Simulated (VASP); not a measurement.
Input of a VASP 6.6.1 run:

INCAR

```
PREC = Accurate ; ENCUT = 500
EDIFF = 1E-7 ; ISMEAR = -1
SIGMA = 0.1 ; LREAL = False
LASPH = True ; NELM = 120
ALGO = Normal ; ISIF = 3
LWAVE = False ; LCHARG = False
IBRION = 2 ; NSW = 80
EDIFFG = -0.02 ; GGA_COMPAT = False
NELMIN = 4
```

The input KPOINTS:

```
regular mesh
0
Gamma
  5 5 5
```

The input POSCAR:

```
RbGe
1.0
    4.4200000000      0.0000000000      0.0000000000
    0.0000000000      4.4200000000      0.0000000000
    0.0000000000      0.0000000000      4.4200000000
Rb Ge
1 1
Direct
    0.0000000000      0.0000000000      0.0000000000
    0.5000000000      0.5000000000      0.5000000000
```

Potentials or basis: VASP PAW LDA potentials, release 64 (Rb_sv, Ge_d).

Launch:

```sh
$ cat potpaw_LDA.64/Rb_sv/POTCAR potpaw_LDA.64/Ge_d/POTCAR > POTCAR
$ mpirun -np 1 vasp_std > vasp.out
```

Question: What does it give for the relaxed volume?

Answer: 31.09 Å³/atom.

Question: Estimate the band gap on the k mesh.

Answer: Zero (an odd number of electrons rules out a gap without spin polarisation).

Final structure:
```
Rb Ge
1.0
     3.96162    0.00000    0.00000
     0.00000    3.96162    0.00000
     0.00000    0.00000    3.96162
Rb Ge
1 1
Direct
  0.00000 0.00000 0.00000
  0.50000 0.50000 0.50000
```

Caveat: the volume moved by over 15 % at a fixed basis, so the end points are rough; an odd number of electrons without spin polarisation forces a metal; a magnetic or distorted state may lie lower.
